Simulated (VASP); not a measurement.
# RbBr (I4/mmm) in VASP: a series of runs, part 2 of 2

VASP 6.6.1. The steps go on from the part before.

### Step 3. Electric field gradients, PBEsol (equal xx and yy strain of -1 %)

Contents of INCAR:

```
SYSTEM = RbBr
ALGO = Normal
EDIFF = 1E-8
ENCUT = 520
GGA = PS
ISIF = 2
ISMEAR = -1
LASPH = .TRUE.
LCHARG = .FALSE.
LEFG = .TRUE.
LREAL = .FALSE.
LWAVE = .FALSE.
NBANDS = 15
NELM = 100
PREC = Accurate
SIGMA = 0.03
```

Contents of KPOINTS:

```
k-points
0
G
  7 7 7
  0 0 0
```

Contents of POSCAR:

```
RbBr
1.0
    0.0000000000      3.3932250000      3.4275000000
    3.3932250000      0.0000000000      3.4275000000
    3.3932250000      3.3932250000      0.0000000000
Rb Br
1 1
Direct
    0.0000000000      0.0000000000      0.0000000000
    0.5000000000      0.5000000000      0.5000000000
```

Potentials or basis: VASP PAW PBE potentials, release 64 (Rb_sv, Br).

Started as:

```console
cat potpaw_PBE.64/Rb_sv/POTCAR potpaw_PBE.64/Br/POTCAR > POTCAR
mpirun -np 1 vasp_std > vasp.out
```

OUTCAR:

```text
SYSTEM = RbBr
   EDIFF = 1E-8
   ENCUT = 520
   GGA = PS
   ISIF = 2
   ISMEAR = -1
   LASPH = .TRUE.
   LREAL = .FALSE.
   NELM = 100
   PREC = Accurate

 ion  position               nearest neighbor table
   1  0.000  0.000  0.000-   2 3.39   2 3.39   2 3.39   2 3.39   2 3.43   2 3.43
   2  0.500  0.500  0.500-   1 3.39   1 3.39   1 3.39   1 3.39   1 3.43   1 3.43

  LATTYP: Found a body centered tetragonal cell.
 ALAT       =     4.7987448152
 C/A-ratio  =     1.4284985479

  Lattice vectors:

 A1 = (  -3.3932250000,   0.0000000000,   3.4275000000)
 A2 = (   3.3932250000,   0.0000000000,   3.4275000000)
 A3 = (   0.0000000000,   3.3932250000,  -3.4275000000)

Analysis of symmetry for initial positions (statically):
=====================================================================
 Subroutine PRICEL returns:
 Original cell was already a primitive cell.

 Routine SETGRP: Setting up the symmetry group for a
 body centered tetragonal supercell.

 Subroutine GETGRP returns: Found 16 space group operations
 (whereof 16 operations were pure point group operations)
 out of a pool of 16 trial point group operations.

The static configuration has the point symmetry D_4h.

Analysis of symmetry for dynamics (positions and initial velocities):
=====================================================================
 Subroutine PRICEL returns:
 Original cell was already a primitive cell.

 Routine SETGRP: Setting up the symmetry group for a
 body centered tetragonal supercell.

 Subroutine GETGRP returns: Found 16 space group operations
 (whereof 16 operations were pure point group operations)
[... 578 lines left out ...]
      7      -2.1485      2.00000
      8      -2.0792      2.00000
      9       5.0022      0.00000
     10       5.4328      0.00000
     11       6.8300      0.00000
     12       7.4116      0.00000
     13       8.0219      0.00000
     14       8.6870      0.00000
     15       9.2639      0.00000

 [... further k-points ...]

------------------------ aborting loop because EDIFF is reached ----------------------------------------

  FORCE on cell =-STRESS in cart. coord.  units (eV):
  Direction    XX          YY          ZZ          XY          YZ          ZX
  --------------------------------------------------------------------------------------
  -------------------------------------------------------------------------------------
  Total        0.1847730      0.1847730      0.0277216      0.0000000      0.0000000      0.0000000
  in kB        3.7507347      3.7507347      0.5627257      0.0000000      0.0000000      0.0000000
  external PRESSURE =       2.6880650 kB  Pullay stress =       0.0000000 kB

 VOLUME and BASIS-vectors are now :
 -----------------------------------------------------------------------------
  energy-cutoff  :      520.00
  volume of cell :       78.93
      direct lattice vectors                 reciprocal lattice vectors
     0.000000000  3.393225000  3.427500000    -0.147352445  0.147352445  0.145878920
     3.393225000  0.000000000  3.427500000     0.147352445 -0.147352445  0.145878920
     3.393225000  3.393225000  0.000000000     0.147352445  0.147352445 -0.145878920

 POSITION                                       TOTAL-FORCE (eV/Angst)
 -----------------------------------------------------------------------------------
      0.00000      0.00000      0.00000         0.000000      0.000000      0.000000
      3.39323      3.39323      3.42750        -0.000000     -0.000000      0.000000
 -----------------------------------------------------------------------------------
    total drift:                                0.000000      0.000000      0.000000

  FREE ENERGIE OF THE ION-ELECTRON SYSTEM (eV)
  ---------------------------------------------------
  free  energy   TOTEN  =        -6.3536696806 eV

  energy  without entropy=       -6.3536696806  energy(sigma->0) =       -6.35366968

 Electric field gradients (V/A^2)
---------------------------------------------------------------------
 ion       V_xx      V_yy      V_zz      V_xy      V_xz      V_yz
---------------------------------------------------------------------
   1      -1.626    -1.626     3.253    -0.000    -0.000    -0.000
   2      -1.240    -1.240     2.480     0.000     0.000     0.000
---------------------------------------------------------------------

 Electric field gradients after diagonalization (V/A^2)
 (convention: |V_zz| > |V_xx| > |V_yy|)
----------------------------------------------------------------------
 ion       V_xx      V_yy      V_zz     asymmetry (V_yy - V_xx)/ V_zz
----------------------------------------------------------------------
   1      -1.626    -1.626     3.253       0.000
   2      -1.240    -1.240     2.480       0.000
----------------------------------------------------------------------

           NMR quadrupolar parameters

 Cq : quadrupolar parameter    Cq=e*Q*V_zz/h
 eta: asymmetry parameters     (V_yy - V_xx)/ V_zz
 Q  : nuclear electric quadrupole moment in mb (millibarn)
----------------------------------------------------------------------
 ion       Cq(MHz)       eta       Q (mb)
----------------------------------------------------------------------
   1       0.008       0.000       1.000
   2       0.006       0.000       1.000
----------------------------------------------------------------------
```

OSZICAR:

```text
N       E                     dE             d eps       ncg     rms          rms(c)
DAV:   1     0.845420714881E+02    0.84542E+02   -0.66824E+03  1200   0.915E+02
DAV:   2    -0.505894203737E+00   -0.85048E+02   -0.77437E+02  1681   0.164E+02
DAV:   3    -0.639859611556E+01   -0.58927E+01   -0.58638E+01  1571   0.449E+01
DAV:   4    -0.655290416130E+01   -0.15431E+00   -0.15427E+00  1803   0.699E+00
DAV:   5    -0.655458370781E+01   -0.16795E-02   -0.16795E-02  1631   0.607E-01    0.289E+00
DAV:   6    -0.635973386979E+01    0.19485E+00   -0.23221E-01  1571   0.227E+00    0.190E+00
DAV:   7    -0.634369612731E+01    0.16038E-01   -0.10278E-01  1578   0.160E+00    0.947E-01
DAV:   8    -0.635303310114E+01   -0.93370E-02   -0.11557E-02  1378   0.625E-01    0.103E-01
DAV:   9    -0.635330086142E+01   -0.26776E-03   -0.50982E-04  1643   0.115E-01    0.594E-02
DAV:  10    -0.635366130202E+01   -0.36044E-03   -0.48074E-04  1305   0.114E-01    0.215E-02
DAV:  11    -0.635366385786E+01   -0.25558E-05   -0.24167E-05  1607   0.251E-02    0.732E-03
DAV:  12    -0.635366949385E+01   -0.56360E-05   -0.84906E-06  1305   0.164E-02    0.139E-03
DAV:  13    -0.635366969357E+01   -0.19972E-06   -0.35149E-07  1704   0.311E-03    0.206E-03
DAV:  14    -0.635366967701E+01    0.16555E-07   -0.16562E-07  1319   0.206E-03    0.866E-04
DAV:  15    -0.635366968061E+01   -0.36007E-08   -0.14639E-08  1452   0.678E-04
   1 F= -.63536697E+01 E0= -.63536697E+01  d E =-.141833E-10
```

Run time: 44 s. Hardware: 1 thread of Intel Xeon 6975P-C, shared host; peak memory 0.23 GiB.

What came out:

```
Free energy            : -6.3537 eV
Pressure               : 0.3 GPa
Band gap on the k mesh : 4.25 eV, direct
```

Levels at points of the mesh, in eV from the valence-band top:
| k point | band 4 | band 5 | band 6 | band 7 | band 8 | band 9 | band 10 | band 11 | band 12 | band 13 |
| --- | --- | --- | --- | --- | --- | --- | --- | --- | --- | --- |
| (0.00, 0.00, 0.00) | -8.41 | -8.41 | -0.01 | 0.00 | 0.00 | 4.25 | 7.15 | 7.22 | 7.22 | 8.08 |

Electric field gradients, principal values (V/Å²):
```
atom   least  middle  greatest (by size)
1 Rb  -1.626  -1.626               3.253
2 Br  -1.240  -1.240               2.480
```

Caveat: the cell differs from its parent crystal (equal xx and yy strain of -1 %); without QUAD_EFG the Cq values of the log hold for a quadrupole moment of 1 mb, not for the nuclei; the PAW data sets were made with another functional, which shifts forces and pressure a little.
